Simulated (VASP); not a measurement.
# ScCu (Pm-3m) in VASP: further runs

The runs below take ScCu through electric field gradients, with LDA.

Everything below comes from runs of VASP 6.6.1. Logs are shortened: lines on timing, memory, paths and dates and some standing lists are left out, and cuts for length are marked.

### Step 1. The cell of the first run

The structure is cubic, space group Pm-3m (No. 221). The conventional cell has a = 3.267 Å, b = 3.267 Å, c = 3.267 Å, α = 90.00°, β = 90.00°, γ = 90.00°. Within 3.7 Å of Sc (site symmetry m-3m) lie 8 Cu at 2.83 Å and 6 Sc at 3.27 Å. Within 3.7 Å of Cu (site symmetry m-3m) lie 8 Sc at 2.83 Å and 6 Cu at 3.27 Å.

### Step 2. Electric field gradients, LDA (volume scaled by 1.01)

INCAR reads:

```
SYSTEM = ScCu
  PREC = Accurate
  ENCUT = 520
  EDIFF = 1E-8
  ISMEAR = -1
  SIGMA = 0.05
  LREAL = .False.
  LASPH = .True.
  NELM = 60
  ALGO = Normal
  ISIF = 2
  LWAVE = .False.
  LCHARG = .False.
  LEFG = .True.
  NBANDS = 18
```

KPOINTS reads:

```
Automatic mesh
0
Gamma
  11 11 11
  0 0 0
```

POSCAR reads:

```
ScCu
1.0
    3.2668173552      0.0000000000      0.0000000000
    0.0000000000      3.2668173552      0.0000000000
    0.0000000000      0.0000000000      3.2668173552
Sc Cu
1 1
Direct
    0.5000000000      0.5000000000      0.5000000000
    0.0000000000      0.0000000000      0.0000000000
```

Potentials or basis: VASP PAW LDA potentials, release 64 (Sc_sv, Cu).

Started as:

```bash
$ cat potpaw_LDA.64/Sc_sv/POTCAR potpaw_LDA.64/Cu/POTCAR > POTCAR
$ mpirun -np 1 vasp_std > vasp.out
```

OUTCAR:

```text
SYSTEM = ScCu
   PREC = Accurate
   ENCUT = 520
   EDIFF = 1E-8
   ISMEAR = -1
   LREAL = .False.
   LASPH = .True.
   NELM = 60
   ISIF = 2

 ion  position               nearest neighbor table
   1  0.500  0.500  0.500-   2 2.83   2 2.83   2 2.83   2 2.83   2 2.83   2 2.83   2 2.83   2 2.83

   2  0.000  0.000  0.000-   1 2.83   1 2.83   1 2.83   1 2.83   1 2.83   1 2.83   1 2.83   1 2.83

  LATTYP: Found a simple cubic cell.
 ALAT       =     3.2668173552

  Lattice vectors:

 A1 = (   3.2668173552,   0.0000000000,   0.0000000000)
 A2 = (   0.0000000000,   3.2668173552,   0.0000000000)
 A3 = (   0.0000000000,   0.0000000000,   3.2668173552)

Analysis of symmetry for initial positions (statically):
=====================================================================
 Subroutine PRICEL returns:
 Original cell was already a primitive cell.

 Routine SETGRP: Setting up the symmetry group for a
 simple cubic supercell.

 Subroutine GETGRP returns: Found 48 space group operations
 (whereof 48 operations were pure point group operations)
 out of a pool of 48 trial point group operations.

The static configuration has the point symmetry O_h .

Analysis of symmetry for dynamics (positions and initial velocities):
=====================================================================
 Subroutine PRICEL returns:
 Original cell was already a primitive cell.

 Routine SETGRP: Setting up the symmetry group for a
 simple cubic supercell.

 Subroutine GETGRP returns: Found 48 space group operations
 (whereof 48 operations were pure point group operations)
 out of a pool of 48 trial point group operations.

The dynamic configuration has the point symmetry O_h .

 Subroutine INISYM returns: Found 48 space group operations
 (whereof 48 operations are pure point group operations),
 and found     1 'primitive' translations

----------------------------------------------------------------------------------------

                                     Primitive cell

  volume of cell :      34.8638

  direct lattice vectors                    reciprocal lattice vectors
     3.266817355  0.000000000  0.000000000     0.306108328  0.000000000  0.000000000
     0.000000000  3.266817355  0.000000000     0.000000000  0.306108328  0.000000000
[... 122 lines left out ...]
 number of electron      21.9999961 magnetization

 Free energy of the ion-electron system (eV)
  ---------------------------------------------------
  ext. energy  EPLUGINS =         0.00000000
  ---------------------------------------------------
  free energy    TOTEN  =       -11.88973527 eV

  energy without entropy =      -11.87471736  energy(sigma->0) =      -11.88222631

 E-fermi :   5.1832     XC(G=0): -11.3811

 val. band max:        5.1690402905   @ k =   0.2727   0.2727   0.0000
 cond. band min:       5.1886224104   @ k =   0.2727   0.1818   0.0000
 fundamental gap:      0.0195821199
 Fermi energy:         5.1831513835

 k-point     1 :       0.0000    0.0000    0.0000
  band No.  band energies     occupation
      1     -43.9373      2.00000
      2     -22.7952      2.00000
      3     -22.7952      2.00000
      4     -22.7952      2.00000
      5      -1.8136      2.00000
      6       1.3639      2.00000
[... 481 lines left out ...]
      5      -0.4438      2.00000
      6       1.6210      2.00000
[... 10 lines left out ...]
     17      13.4482      0.00000
     18      13.6355      0.00000

 [... further k-points ...]

------------------------ aborting loop because EDIFF is reached ----------------------------------------

  FORCE on cell =-STRESS in cart. coord.  units (eV):
  Direction    XX          YY          ZZ          XY          YZ          ZX
  --------------------------------------------------------------------------------------
  -------------------------------------------------------------------------------------
  Total       -1.7114001     -1.7114001     -1.7114001      0.0000000      0.0000000     -0.0000000
  in kB      -78.6479792    -78.6479792    -78.6479792      0.0000000      0.0000000     -0.0000000
  external PRESSURE =     -78.6479792 kB  Pullay stress =       0.0000000 kB

 VOLUME and BASIS-vectors are now :
 -----------------------------------------------------------------------------
  energy-cutoff  :      520.00
  volume of cell :       34.86
      direct lattice vectors                 reciprocal lattice vectors
     3.266817355  0.000000000  0.000000000     0.306108328  0.000000000  0.000000000
     0.000000000  3.266817355  0.000000000     0.000000000  0.306108328  0.000000000
     0.000000000  0.000000000  3.266817355     0.000000000  0.000000000  0.306108328

 POSITION                                       TOTAL-FORCE (eV/Angst)
 -----------------------------------------------------------------------------------
      1.63341      1.63341      1.63341         0.000000      0.000000      0.000000
      0.00000      0.00000      0.00000         0.000000      0.000000      0.000000
 -----------------------------------------------------------------------------------
    total drift:                                0.000000      0.000000     -0.000000

  FREE ENERGIE OF THE ION-ELECTRON SYSTEM (eV)
  ---------------------------------------------------
  free  energy   TOTEN  =       -11.8897352722 eV

  energy  without entropy=      -11.8747173568  energy(sigma->0) =      -11.88222631

 Electric field gradients (V/A^2)
---------------------------------------------------------------------
 ion       V_xx      V_yy      V_zz      V_xy      V_xz      V_yz
---------------------------------------------------------------------
   1       0.000    -0.000     0.000     0.000    -0.000    -0.000
   2       0.000     0.000     0.000     0.000    -0.000    -0.000
---------------------------------------------------------------------

 Electric field gradients after diagonalization (V/A^2)
 (convention: |V_zz| > |V_xx| > |V_yy|)
----------------------------------------------------------------------
 ion       V_xx      V_yy      V_zz     asymmetry (V_yy - V_xx)/ V_zz
----------------------------------------------------------------------
   1      -0.000     0.000     0.000       0.460
   2       0.000     0.000     0.000      -0.613
----------------------------------------------------------------------

           NMR quadrupolar parameters

 Cq : quadrupolar parameter    Cq=e*Q*V_zz/h
 eta: asymmetry parameters     (V_yy - V_xx)/ V_zz
 Q  : nuclear electric quadrupole moment in mb (millibarn)
----------------------------------------------------------------------
 ion       Cq(MHz)       eta       Q (mb)
----------------------------------------------------------------------
   1       0.000       0.460       1.000
   2       0.000      -0.613       1.000
----------------------------------------------------------------------
```

stdout:

```text
POSCAR found type information on POSCAR ScCu
 POSCAR found :  2 types and       2 ions
 scaLAPACK will be used
 LDA part: xc-table for (Slater(with rela. corr.)+CA(PZ))
 , standard interpolation
 POSCAR, INCAR and KPOINTS ok, starting setup
 FFT: planning ... GRIDC
 FFT: planning ... GRID_SOFT
 FFT: planning ... GRID
 WAVECAR not read
 entering main loop
ion   1

ion   2
```

Run time: 20 s. Hardware: 1 thread of Intel Xeon Platinum 8375C at 2.90GHz (Ice Lake), shared host; peak memory 0.15 GiB.

Results:

* Free energy: -11.8897 eV
* Pressure: -7.9 GPa
* Band gap on the k mesh: zero (band 11 reaches 5.68 eV, above the bottom of band 12 at 3.89 eV)

Levels at points of the mesh, in eV from the Fermi level:
```tsv
k point	band 7	band 8	band 9	band 10	band 11	band 12	band 13	band 14	band 15	band 16
(0.00, 0.00, 0.00)	-3.82	-3.01	-3.01	-3.01	0.48	0.48	3.09	3.09	3.09	6.73
```

Caveat: without QUAD_EFG the Cq values of the log hold for a quadrupole moment of 1 mb, not for the nuclei.

### Step 3. Electric field gradients, LDA (volume scaled by 1.01)

INCAR reads:

```
  PREC = Accurate
  ENCUT = 520
  EDIFF = 1E-8
  ISMEAR = -1
  SIGMA = 0.05
  LREAL = False
  LASPH = True
  NELM = 100
  ALGO = Normal
  ISIF = 2
  LWAVE = False
  LCHARG = False
  LEFG = True
  NBANDS = 18
```

KPOINTS reads:

```
regular mesh
0
Gamma
  11 11 11
```

POSCAR is that of step 2.

Potentials or basis: VASP PAW LDA potentials, release 64 (Sc_sv, Cu).

Started as:

```bash
$ cat potpaw_LDA.64/Sc_sv/POTCAR potpaw_LDA.64/Cu/POTCAR > POTCAR
$ mpirun -np 1 vasp_std > vasp.out
```

OUTCAR:

```text
PREC = Accurate
   ENCUT = 520
   EDIFF = 1E-8
   ISMEAR = -1
   LREAL = False
   LASPH = True
   NELM = 100
   ISIF = 2

 ion  position               nearest neighbor table
   1  0.500  0.500  0.500-   2 2.83   2 2.83   2 2.83   2 2.83   2 2.83   2 2.83   2 2.83   2 2.83

   2  0.000  0.000  0.000-   1 2.83   1 2.83   1 2.83   1 2.83   1 2.83   1 2.83   1 2.83   1 2.83

  LATTYP: Found a simple cubic cell.
 ALAT       =     3.2668173552

  Lattice vectors:

 A1 = (   3.2668173552,   0.0000000000,   0.0000000000)
 A2 = (   0.0000000000,   3.2668173552,   0.0000000000)
 A3 = (   0.0000000000,   0.0000000000,   3.2668173552)

Analysis of symmetry for initial positions (statically):
=====================================================================
 Subroutine PRICEL returns:
 Original cell was already a primitive cell.

 Routine SETGRP: Setting up the symmetry group for a
 simple cubic supercell.

 Subroutine GETGRP returns: Found 48 space group operations
 (whereof 48 operations were pure point group operations)
 out of a pool of 48 trial point group operations.

The static configuration has the point symmetry O_h .

Analysis of symmetry for dynamics (positions and initial velocities):
=====================================================================
 Subroutine PRICEL returns:
 Original cell was already a primitive cell.

 Routine SETGRP: Setting up the symmetry group for a
 simple cubic supercell.

 Subroutine GETGRP returns: Found 48 space group operations
 (whereof 48 operations were pure point group operations)
 out of a pool of 48 trial point group operations.

The dynamic configuration has the point symmetry O_h .

 Subroutine INISYM returns: Found 48 space group operations
[... 148 lines left out ...]
 fundamental gap:      0.0195821199
 Fermi energy:         5.1831513835

 k-point     1 :       0.0000    0.0000    0.0000
  band No.  band energies     occupation
      1     -43.9373      2.00000
      2     -22.7952      2.00000
      3     -22.7952      2.00000
      4     -22.7952      2.00000
      5      -1.8136      2.00000
      6       1.3639      2.00000
[... 481 lines left out ...]
      5      -0.4438      2.00000
      6       1.6210      2.00000
[... 10 lines left out ...]
     17      13.4482      0.00000
     18      13.6355      0.00000

 [... further k-points ...]
[... 5 lines left out ...]
  --------------------------------------------------------------------------------------
  -------------------------------------------------------------------------------------
  Total       -1.7114001     -1.7114001     -1.7114001      0.0000000      0.0000000     -0.0000000
  in kB      -78.6479792    -78.6479792    -78.6479792      0.0000000      0.0000000     -0.0000000
  external PRESSURE =     -78.6479792 kB  Pullay stress =       0.0000000 kB

 VOLUME and BASIS-vectors are now :
 -----------------------------------------------------------------------------
  energy-cutoff  :      520.00
  volume of cell :       34.86
      direct lattice vectors                 reciprocal lattice vectors
     3.266817355  0.000000000  0.000000000     0.306108328  0.000000000  0.000000000
     0.000000000  3.266817355  0.000000000     0.000000000  0.306108328  0.000000000
     0.000000000  0.000000000  3.266817355     0.000000000  0.000000000  0.306108328

 POSITION                                       TOTAL-FORCE (eV/Angst)
 -----------------------------------------------------------------------------------
      1.63341      1.63341      1.63341         0.000000      0.000000      0.000000
      0.00000      0.00000      0.00000         0.000000      0.000000      0.000000
 -----------------------------------------------------------------------------------
    total drift:                                0.000000      0.000000     -0.000000

  FREE ENERGIE OF THE ION-ELECTRON SYSTEM (eV)
  ---------------------------------------------------
  free  energy   TOTEN  =       -11.8897352722 eV

  energy  without entropy=      -11.8747173568  energy(sigma->0) =      -11.88222631

 Electric field gradients (V/A^2)
---------------------------------------------------------------------
 ion       V_xx      V_yy      V_zz      V_xy      V_xz      V_yz
---------------------------------------------------------------------
   1       0.000    -0.000     0.000     0.000    -0.000    -0.000
   2       0.000     0.000     0.000     0.000    -0.000    -0.000
---------------------------------------------------------------------

 Electric field gradients after diagonalization (V/A^2)
 (convention: |V_zz| > |V_xx| > |V_yy|)
----------------------------------------------------------------------
 ion       V_xx      V_yy      V_zz     asymmetry (V_yy - V_xx)/ V_zz
----------------------------------------------------------------------
   1      -0.000     0.000     0.000       0.460
   2       0.000     0.000     0.000      -0.613
----------------------------------------------------------------------

           NMR quadrupolar parameters

 Cq : quadrupolar parameter    Cq=e*Q*V_zz/h
 eta: asymmetry parameters     (V_yy - V_xx)/ V_zz
 Q  : nuclear electric quadrupole moment in mb (millibarn)
----------------------------------------------------------------------
 ion       Cq(MHz)       eta       Q (mb)
----------------------------------------------------------------------
   1       0.000       0.460       1.000
   2       0.000      -0.613       1.000
----------------------------------------------------------------------
```

It took 20 s on 1 thread of Intel Xeon Platinum 8375C at 2.90GHz (Ice Lake), shared host; peak memory 0.15 GiB.

Results:

| Item | Value |
| --- | --- |
| Free energy | -11.8897 eV |
| Pressure | -7.9 GPa |
| Band gap on the k mesh | zero (band 11 reaches 5.68 eV, above the bottom of band 12 at 3.89 eV) |

Levels at points of the mesh, in eV from the Fermi level:
| k point | band 9 | band 10 | band 11 | band 12 | band 13 | band 14 |
| --- | --- | --- | --- | --- | --- | --- |
| (0.00, 0.00, 0.00) | -3.01 | -3.01 | 0.48 | 0.48 | 3.09 | 3.09 |

Caveat: without QUAD_EFG the Cq values of the log hold for a quadrupole moment of 1 mb, not for the nuclei.

### Step 4. Electric field gradients, LDA (volume scaled by 1.02)

INCAR reads:

```
SYSTEM = ScCu
  PREC = Accurate
  ENCUT = 520
  EDIFF = 1E-8
  ISMEAR = -1
  SIGMA = 0.05
  LREAL = .False.
  LASPH = .True.
  NELM = 60
  ALGO = Normal
  ISIF = 2
  LWAVE = .False.
  LCHARG = .False.
  GGA = CA
  LEFG = .True.
  NBANDS = 18
```

KPOINTS reads:

```
regular mesh
0
Gamma
  11 11 11
  0 0 0
```

POSCAR reads:

```
ScCu
1.0
    3.2775635423      0.0000000000      0.0000000000
    0.0000000000      3.2775635423      0.0000000000
    0.0000000000      0.0000000000      3.2775635423
Sc Cu
1 1
Direct
    0.5000000000      0.5000000000      0.5000000000
    0.0000000000      0.0000000000      0.0000000000
```

Potentials or basis: VASP PAW LDA potentials, release 64 (Sc_sv, Cu).

Started as:

```bash
$ cat potpaw_LDA.64/Sc_sv/POTCAR potpaw_LDA.64/Cu/POTCAR > POTCAR
$ mpirun -np 1 vasp_std > vasp.out
```

OUTCAR:

```text
SYSTEM = ScCu
   PREC = Accurate
   ENCUT = 520
   EDIFF = 1E-8
   ISMEAR = -1
   LREAL = .False.
   LASPH = .True.
   NELM = 60
   ISIF = 2
   GGA = CA

 ion  position               nearest neighbor table
   1  0.500  0.500  0.500-   2 2.84   2 2.84   2 2.84   2 2.84   2 2.84   2 2.84   2 2.84   2 2.84

   2  0.000  0.000  0.000-   1 2.84   1 2.84   1 2.84   1 2.84   1 2.84   1 2.84   1 2.84   1 2.84

  LATTYP: Found a simple cubic cell.
 ALAT       =     3.2775635423

  Lattice vectors:

 A1 = (   3.2775635423,   0.0000000000,   0.0000000000)
[... 717 lines left out ...]
  free  energy   TOTEN  =       -11.8722028140 eV

  energy  without entropy=      -11.8570598152  energy(sigma->0) =      -11.86463131

 Electric field gradients (V/A^2)
---------------------------------------------------------------------
 ion       V_xx      V_yy      V_zz      V_xy      V_xz      V_yz
---------------------------------------------------------------------
   1       0.000     0.000    -0.000     0.000     0.000    -0.000
   2       0.000     0.000     0.000     0.000    -0.000     0.000
---------------------------------------------------------------------

 Electric field gradients after diagonalization (V/A^2)
 (convention: |V_zz| > |V_xx| > |V_yy|)
----------------------------------------------------------------------
 ion       V_xx      V_yy      V_zz     asymmetry (V_yy - V_xx)/ V_zz
----------------------------------------------------------------------
   1       0.000     0.000    -0.000       0.260
   2       0.000     0.000     0.000      -0.072
----------------------------------------------------------------------

           NMR quadrupolar parameters

 Cq : quadrupolar parameter    Cq=e*Q*V_zz/h
 eta: asymmetry parameters     (V_yy - V_xx)/ V_zz
 Q  : nuclear electric quadrupole moment in mb (millibarn)
----------------------------------------------------------------------
 ion       Cq(MHz)       eta       Q (mb)
----------------------------------------------------------------------
   1      -0.000       0.260       1.000
   2       0.000      -0.072       1.000
----------------------------------------------------------------------
```

OSZICAR:

```text
N       E                     dE             d eps       ncg     rms          rms(c)
DAV:   1     0.214726583117E+03    0.21473E+03   -0.11094E+04  2072   0.167E+03
DAV:   2    -0.455768604013E+01   -0.21928E+03   -0.21414E+03  2024   0.410E+02
DAV:   3    -0.138260678803E+02   -0.92684E+01   -0.90746E+01  2822   0.117E+02
DAV:   4    -0.139587518942E+02   -0.13268E+00   -0.13216E+00  2888   0.131E+01
DAV:   5    -0.139607118757E+02   -0.19600E-02   -0.19598E-02  2780   0.139E+00    0.116E+01
DAV:   6    -0.133869780862E+02    0.57373E+00   -0.20643E+01  2056   0.984E+01    0.725E+00
DAV:   7    -0.119271667139E+02    0.14598E+01   -0.58735E+00  2792   0.469E+01    0.148E+00
DAV:   8    -0.118865204004E+02    0.40646E-01   -0.18760E-01  2964   0.409E+00    0.893E-01
DAV:   9    -0.118777549599E+02    0.87654E-02   -0.82258E-02  3064   0.623E+00    0.512E-01
DAV:  10    -0.118722514164E+02    0.55035E-02   -0.24981E-02  2964   0.324E+00    0.749E-02
DAV:  11    -0.118722004995E+02    0.50917E-04   -0.51883E-04  3168   0.392E-01    0.169E-02
DAV:  12    -0.118722028632E+02   -0.23637E-05   -0.28681E-05  3464   0.620E-02    0.370E-03
DAV:  13    -0.118722030176E+02   -0.15442E-06   -0.11513E-06  3280   0.133E-02    0.352E-03
DAV:  14    -0.118722028284E+02    0.18916E-06   -0.33804E-07  3350   0.119E-02    0.106E-03
DAV:  15    -0.118722028145E+02    0.13946E-07   -0.86010E-08  3272   0.518E-03    0.213E-04
DAV:  16    -0.118722028140E+02    0.50750E-09   -0.30812E-09  1116   0.785E-04
   1 F= -.11872203E+02 E0= -.11864631E+02  d E =-.151430E-01
```

Run time: 20 s. Hardware: 1 thread of Intel Xeon Platinum 8375C at 2.90GHz (Ice Lake), shared host; peak memory 0.15 GiB.

Results:

| Item | Value |
| --- | --- |
| Free energy | -11.8722 eV |
| Pressure | -8.5 GPa |
| Band gap on the k mesh | zero (band 11 reaches 5.59 eV, above the bottom of band 12 at 3.83 eV) |

Caveat: without QUAD_EFG the Cq values of the log hold for a quadrupole moment of 1 mb, not for the nuclei.
